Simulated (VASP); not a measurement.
Wanted: the native input for a VASP 6.6.1 run.

```yaml
Task: single point
Functional: PBEsol
Potentials_or_basis: VASP PAW PBE potentials, release 64 (Rb_sv, Br)
Cutoff: 520 eV
k_mesh: 10 × 10 × 10
Occupations: fermi-dirac, width 0.08 eV
Spin: no spin polarisation
Dipole_correction: no
Further_INCAR_settings: ALGO = Normal; EDIFF = 1e-06; NBANDS = 15
```

The structure of RbBr lies in POSCAR:

```
RbBr
1.0
    3.4249237635      3.4249237635      0.0000000000
   -3.4249237635      3.4249237635      0.0000000000
    0.0000000000      3.4249237635      3.4249237635
Rb Br
1 1
Direct
    0.0000000000      0.0000000000      0.0000000000
    0.5000000000      0.5000000000      0.0000000000
```

One way to write it, as run:

INCAR

```
PREC     = Accurate       # precision mode
ENCUT    = 520            # plane-wave cutoff, eV
EDIFF    = 1E-6           # SCF threshold, eV
ISMEAR   = -1             # smearing method
SIGMA    = 0.08           # smearing width, eV
LREAL    = F              # projectors in reciprocal space
LASPH    = T              # aspherical terms in the spheres
NELM     = 100            # most SCF steps
ALGO     = Normal         # electronic algorithm
ISIF     = 2              # what is computed and relaxed
LWAVE    = F              # write WAVECAR
LCHARG   = F              # write CHGCAR
GGA      = PS             # functional
NBANDS   = 15             # bands
```

KPOINTS

```
Automatic mesh
0
Gamma
  10 10 10
```

Potentials or basis: VASP PAW PBE potentials, release 64 (Rb_sv, Br).

Command:

```console
$ cat potpaw_PBE.64/Rb_sv/POTCAR potpaw_PBE.64/Br/POTCAR > POTCAR
$ mpirun -np 1 vasp_std > vasp.out
```

Results of the run:

```
Pressure               : 0.0 GPa
Band gap on the k mesh : 4.22 eV
```

Caveat: the PAW data sets were made with another functional, which shifts forces and pressure a little.

It took 60 s on 1 thread of Oxide Virtual Turin-like Processor (shared host), peak memory 0.2 GiB.
